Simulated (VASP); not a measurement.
# Ni3Ge (Pm-3m) in VASP: notebook

The runs below take Ni3Ge through single point, with PBEsol.

Program: VASP 6.6.1. These are calculated values, not measurements. Logs are shortened: lines on timing, memory, paths and dates and some standing lists are left out, and cuts for length are marked.

## 1. The cell of the first run

It takes space group Pm-3m (No. 221, cubic). The conventional cell has a = 3.416 Å, b = 3.416 Å, c = 3.416 Å, α = 90.00°, β = 90.00°, γ = 90.00°. Within 3.2 Å of Ni (site symmetry 4/mmm) lie 8 Ni at 2.42 Å and 4 Ge at 2.42 Å. Within 3.2 Å of Ge (site symmetry m-3m) lie 12 Ni at 2.42 Å.

## 2. Single point, PBEsol (9.96 Å³/atom)

The input, INCAR:

```
PREC = Accurate
ENCUT = 520
EDIFF = 1E-6
ISMEAR = 0
SIGMA = 0.1
LREAL = False
LASPH = True
NELM = 60
ALGO = Fast
ISIF = 2
LWAVE = False
LCHARG = False
GGA = PS
NBANDS = 30
```

The input, KPOINTS:

```
Automatic mesh
0
Gamma
  12 12 12
```

The input, POSCAR:

```
Ni3Ge
1.0
    3.4158256103      0.0000000000      0.0000000000
    0.0000000000      3.4158256103      0.0000000000
    0.0000000000      0.0000000000      3.4158256103
Ni Ge
3 1
Direct
    0.5000000000      0.0000000000      0.5000000000
    0.0000000000      0.5000000000      0.5000000000
    0.5000000000      0.5000000000      0.0000000000
    0.0000000000      0.0000000000      0.0000000000
```

Potentials or basis: VASP PAW PBE potentials, release 64 (Ni, Ge_d).

On the command line:

```
$ cat potpaw_PBE.64/Ni/POTCAR potpaw_PBE.64/Ge_d/POTCAR > POTCAR
$ mpirun -np 1 vasp_std > vasp.out
```

OUTCAR:

```text
PREC = Accurate
   ENCUT = 520
   EDIFF = 1E-6
   ISMEAR = 0
   LREAL = False
   LASPH = True
   NELM = 60
   ISIF = 2
   GGA = PS

 ion  position               nearest neighbor table
   1  0.500  0.000  0.500-   2 2.42   3 2.42   4 2.42   3 2.42   4 2.42   2 2.42   3 2.42   3 2.42
                             2 2.42   4 2.42   4 2.42   2 2.42
   2  0.000  0.500  0.500-   1 2.42   3 2.42   4 2.42   3 2.42   4 2.42   1 2.42   4 2.42   4 2.42
                             1 2.42   3 2.42   3 2.42   1 2.42
   3  0.500  0.500  0.000-   1 2.42   2 2.42   4 2.42   1 2.42   2 2.42   1 2.42   4 2.42   1 2.42
                             2 2.42   4 2.42   2 2.42   4 2.42
   4  0.000  0.000  0.000-   1 2.42   2 2.42   3 2.42   1 2.42   2 2.42   2 2.42   3 2.42   2 2.42
                             1 2.42   3 2.42   1 2.42   3 2.42

  LATTYP: Found a simple cubic cell.
 ALAT       =     3.4158256103

  Lattice vectors:

 A1 = (   3.4158256103,   0.0000000000,   0.0000000000)
 A2 = (   0.0000000000,   3.4158256103,   0.0000000000)
 A3 = (   0.0000000000,   0.0000000000,   3.4158256103)

Analysis of symmetry for initial positions (statically):
=====================================================================
 Subroutine PRICEL returns:
 Original cell was already a primitive cell.

 Routine SETGRP: Setting up the symmetry group for a
 simple cubic supercell.

 Subroutine GETGRP returns: Found 48 space group operations
 (whereof 48 operations were pure point group operations)
 out of a pool of 48 trial point group operations.

The static configuration has the point symmetry O_h .

Analysis of symmetry for dynamics (positions and initial velocities):
=====================================================================
 Subroutine PRICEL returns:
 Original cell was already a primitive cell.

 Routine SETGRP: Setting up the symmetry group for a
 simple cubic supercell.

 Subroutine GETGRP returns: Found 48 space group operations
 (whereof 48 operations were pure point group operations)
 out of a pool of 48 trial point group operations.

The dynamic configuration has the point symmetry O_h .

 Subroutine INISYM returns: Found 48 space group operations
 (whereof 48 operations are pure point group operations),
 and found     1 'primitive' translations

----------------------------------------------------------------------------------------

                                     Primitive cell

  volume of cell :      39.8554

  direct lattice vectors                    reciprocal lattice vectors
     3.415825610  0.000000000  0.000000000     0.292754992  0.000000000  0.000000000
     0.000000000  3.415825610  0.000000000     0.000000000  0.292754992  0.000000000
     0.000000000  0.000000000  3.415825610     0.000000000  0.000000000  0.292754992

  length of vectors
     3.415825610  3.415825610  3.415825610     0.292754992  0.292754992  0.292754992

  position of ions in fractional coordinates (direct lattice)
     0.500000000  0.000000000  0.500000000
     0.000000000  0.500000000  0.500000000
     0.500000000  0.500000000  0.000000000
     0.000000000  0.000000000  0.000000000

  ion indices of the primitive-cell ions
   primitive index   ion index
                 1           1
                 2           2
                 3           3
                 4           4

----------------------------------------------------------------------------------------

 KPOINTS: Automatic mesh

Automatic generation of k-mesh.
 Grid dimensions read from file:
 generate k-points for:   12   12   12

 Generating k-lattice:

  Cartesian coordinates                     Fractional coordinates (reciprocal lattice)
     0.024396249  0.000000000  0.000000000     0.083333333  0.000000000  0.000000000
     0.000000000  0.024396249  0.000000000     0.000000000  0.083333333  0.000000000
     0.000000000  0.000000000  0.024396249     0.000000000  0.000000000  0.083333333

  Length of vectors
     0.024396249  0.024396249  0.024396249

  Shift w.r.t. Gamma in fractional coordinates (k-lattice)
     0.000000000  0.000000000  0.000000000

 Subroutine IBZKPT returns following result:
 ===========================================

 Found     84 irreducible k-points:

 Following reciprocal coordinates:
            Coordinates               Weight
  0.000000  0.000000  0.000000      1.000000
  0.083333  0.000000  0.000000      6.000000
  0.166667  0.000000  0.000000      6.000000
  0.250000  0.000000  0.000000      6.000000
  0.333333  0.000000  0.000000      6.000000
  0.416667  0.000000  0.000000      6.000000
[... 16 lines left out ...]
  0.333333  0.333333  0.000000     12.000000
  0.416667  0.333333  0.000000     24.000000
 [... further k-points ...]
   k-points           NKPTS =     84   k-points in BZ     NKDIM =     84   number of bands    NBANDS=     30
   number of dos      NEDOS =    301   number of ions     NIONS =      4
   total plane-waves  NPLWV =  21952
   dimension x,y,z NGX =    28 NGY =   28 NGZ =   28
   dimension x,y,z NGXF=    56 NGYF=   56 NGZF=   56
   ions per type =               3   1
   NGX,Y,Z   is equivalent  to a cutoff of  13.63, 13.63, 13.63 a.u.
   NGXF,Y,Z  is equivalent  to a cutoff of  27.25, 27.25, 27.25 a.u.
 SYSTEM =  unknown system
   PREC   = accura    normal or accurate (medium, high low for compatibility)
   ISTART =      0    job   : 0-new  1-cont  2-samecut
   ICHARG =      2    charge: 1-file 2-atom 10-const
   ISPIN  =      1    spin polarized calculation?
   LNONCOLLINEAR =      F non collinear calculations
   LSORBIT =      F    spin-orbit coupling
   LASPH  =      T    aspherical Exc in radial PAW
   ENCUT  =  520.0 eV  38.22 Ry    6.18 a.u.   6.35  6.35  6.35*2*pi/ulx,y,z
   NELM   =     60;   NELMIN=  2; NELMDL= -5     # of ELM steps
   EDIFF  = 0.1E-05   stopping-criterion for ELM
   LREAL  =      F    real-space projection
   EDIFFG = 0.1E-04   stopping-criterion for IOM
   NSW    =      0    number of steps for IOM
   IBRION =     -1    ionic relax: 0-MD 1-quasi-New 2-CG
   NFREE  =      0    steps in history (QN), initial steepest desc. (CG)
   ISIF   =      2    stress and relaxation
   ISYM   =      2    0-nonsym 1-usesym 2-fastsym
   POTIM  = 0.5000    time-step for ionic-motion
   TEBEG  =    0.0;   TEEND  =   0.0 temperature during run
   PSTRESS=    0.0 pullay stress
   NELECT =      44.0000    total number of electrons
   NUPDOWN=      -1.0000    fix difference up-down
   EMIN   =  10.00;   EMAX   =-10.00  energy-range for DOS
   EFERMI =   0.00;   METHOD = LEGACY
   ISMEAR =     0;   SIGMA  =   0.10  broadening in eV -4-tet -1-fermi 0-gaus
   EFERMI_NEDOS =   21; number of points for ismear=-14 and -15
   IALGO  =     68    algorithm
   IMIX   =      4    mixing-type and parameters
     AMIX     =   0.40;   BMIX     =  1.00
     AMIX_MAG =   1.60;   BMIX_MAG =  1.00
  volume/ion in A,a.u.               =       9.96        67.24
  Fermi-wavevector in a.u.,A,eV,Ry     =   1.691986  3.197389 38.950973  2.862816
  Thomas-Fermi vector in A             =   2.773654
   LORBIT       =      0    0 simple, 1 ext, 2 COOP (PROOUT), +10 PAW based schemes
   GGA     = PS    functional components
   LHFCALC =     F    Hartree Fock is set to
   AEXX    =    0.0000 exact exchange contribution
   IVDW    =     0    specifies the selected vdW correction
   LEPSILON=     F    determine dielectric tensor
   LRPA    =     F    only Hartree local field effects (RPA)
 non-spin polarized calculation
 RMM-DIIS sequential band-by-band and
 Gauss-broadening in eV      SIGMA  =   0.10
  energy-cutoff  :      520.00
  volume of cell :       39.86
 maximum number of plane-waves:      1108
 NGX is ok and might be reduce to    28
   NGX = 13   NGY = 13   NGZ = 13

 number of electron      44.0000018 magnetization

 Free energy of the ion-electron system (eV)
  ---------------------------------------------------
  ext. energy  EPLUGINS =         0.00000000
  ---------------------------------------------------
  free energy    TOTEN  =       -24.44925145 eV

  energy without entropy =      -24.43968424  energy(sigma->0) =      -24.44446785

 E-fermi :  11.7438     XC(G=0): -14.2527

 val. band max:       11.7382721314   @ k =   0.0833   0.0833   0.0000
 cond. band min:      11.7653458441   @ k =   0.4167   0.4167   0.3333
 fundamental gap:      0.0270737127
 Fermi energy:        11.7437749528

 k-point     1 :       0.0000    0.0000    0.0000
  band No.  band energies     occupation
      1     -12.9460      2.00000
      2     -12.9460      2.00000
      3     -12.9236      2.00000
      4     -12.9236      2.00000
      5     -12.9236      2.00000
      6      -1.6862      2.00000
[... 22 lines left out ...]
     29      23.0202      0.00000
     30      23.0202      0.00000

 k-point     2 :       0.0833    0.0000    0.0000
  band No.  band energies     occupation
      1     -12.9455      2.00000
      2     -12.9433      2.00000
      3     -12.9235      2.00000
      4     -12.9235      2.00000
      5     -12.9235      2.00000
      6      -1.5999      2.00000
[... 22 lines left out ...]
     29      22.8394      0.00000
     30      22.8395      0.00000

 k-point     3 :       0.1667    0.0000    0.0000
  band No.  band energies     occupation
      1     -12.9441      2.00000
      2     -12.9361      2.00000
      3     -12.9234      2.00000
      4     -12.9234      2.00000
      5     -12.9231      2.00000
      6      -1.3448      2.00000
[... 22 lines left out ...]
     29      22.1172      0.00000
     30      22.2895      0.00000

 k-point     4 :       0.2500    0.0000    0.0000
  band No.  band energies     occupation
      1     -12.9422      2.00000
      2     -12.9261      2.00000
      3     -12.9232      2.00000
      4     -12.9232      2.00000
      5     -12.9226      2.00000
      6      -0.9352      2.00000
[... 616 lines left out ...]
     29      23.0799      0.00000
     30      23.7397      0.00000

 k-point    23 :       0.3333    0.3333    0.0000
  band No.  band energies     occupation
      1     -12.9341      2.00000
      2     -12.9257      2.00000
      3     -12.9223      2.00000
      4     -12.9219      2.00000
      5     -12.8991      2.00000
      6       0.7100      2.00000
[... 22 lines left out ...]
     29      22.6537      0.00000
     30      23.2739      0.00000

 k-point    24 :       0.4167    0.3333    0.0000
  band No.  band energies     occupation
      1     -12.9363      2.00000
      2     -12.9244      2.00000
      3     -12.9222      2.00000
      4     -12.9218      2.00000
      5     -12.8933      2.00000
      6       1.1545      2.00000
[... 22 lines left out ...]
     29      22.4489      0.00000
     30      23.6281      0.00000

 [... further k-points ...]

------------------------ aborting loop because EDIFF is reached ----------------------------------------

  FORCE on cell =-STRESS in cart. coord.  units (eV):
  Direction    XX          YY          ZZ          XY          YZ          ZX
  --------------------------------------------------------------------------------------
  -------------------------------------------------------------------------------------
  Total        6.4875838      6.4875838      6.4875838      0.0000000      0.0000000      0.0000000
  in kB      260.7993414    260.7993414    260.7993414      0.0000000      0.0000000      0.0000000
  external PRESSURE =     260.7993414 kB  Pullay stress =       0.0000000 kB

 VOLUME and BASIS-vectors are now :
 -----------------------------------------------------------------------------
  energy-cutoff  :      520.00
  volume of cell :       39.86
      direct lattice vectors                 reciprocal lattice vectors
     3.415825610  0.000000000  0.000000000     0.292754992  0.000000000  0.000000000
     0.000000000  3.415825610  0.000000000     0.000000000  0.292754992  0.000000000
     0.000000000  0.000000000  3.415825610     0.000000000  0.000000000  0.292754992

 POSITION                                       TOTAL-FORCE (eV/Angst)
 -----------------------------------------------------------------------------------
      1.70791      0.00000      1.70791         0.000000      0.000000      0.000000
      0.00000      1.70791      1.70791         0.000000      0.000000      0.000000
      1.70791      1.70791      0.00000         0.000000      0.000000      0.000000
      0.00000      0.00000      0.00000         0.000000      0.000000      0.000000
 -----------------------------------------------------------------------------------
    total drift:                                0.000000      0.000000      0.000000

  FREE ENERGIE OF THE ION-ELECTRON SYSTEM (eV)
  ---------------------------------------------------
  free  energy   TOTEN  =       -24.4492514528 eV

  energy  without entropy=      -24.4396842439  energy(sigma->0) =      -24.44446785
```

It took 3.7 min on 1 thread of Intel Xeon 8259CL, shared host; peak memory 0.22 GiB.

What came out:

```yaml
Free_energy: -24.4493 eV
Pressure: 26.1 GPa
Band_gap_on_the_k_mesh: zero (bands 22 and 23 overlap by 0.27 eV)
```

Caveat: the cell stands under pressure; the PAW data sets were made with another functional, which shifts forces and pressure a little. Spin polarisation is off, so any magnetic state and its effect on volume and gap are missing.

[end of part 1 of 2]

The gap in the log of VASP goes by the Fermi energy; the results here count the filled bands.